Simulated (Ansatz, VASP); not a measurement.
# BiTe in VASP and in Ansatz

```
Bi Te
1.0
     4.19494    0.00000    0.00000
    -2.09747    3.63292    0.00000
     0.00000    0.00000    8.71230
Bi Te
2 2
Direct
  0.33333 0.66667 0.25000
  0.66667 0.33333 0.75000
  0.00000 0.00000 0.00000
  0.00000 0.00000 0.50000
```

Alike in both runs: task single point; functional r2SCAN; k mesh 8 × 8 × 6; occupations gaussian, width 0.05 eV; no spin polarisation.

```csv
,VASP,Ansatz
version,VASP 6.6.1,Ansatz 0.2.0
potentials or method,"VASP PAW PBE potentials, release 64 (Bi_d, Te), cutoff 520 eV","scalar-relativistic, plane waves, PAW"
valence electrons in the cell,42,62
```

|  | VASP | Ansatz | Ansatz less VASP |
| --- | --- | --- | --- |
| gap on the k mesh at the Fermi level (eV) | none | none | - |
| pressure (GPa) | -0.7 | -0.7 | +0.02 |
| traceless stress, the component that is largest in VASP (GPa) | -0.42 | -0.42 | +0.003 |

VASP's potentials were made for PBE, not for r2SCAN. A gap of «none» marks a metal or a gap that the smearing closes. VASP's potentials hold 42 valence electrons a cell and Ansatz's 62, so a difference there can come from the potentials and not from the codes.

Neither program's run includes spin-orbit coupling.
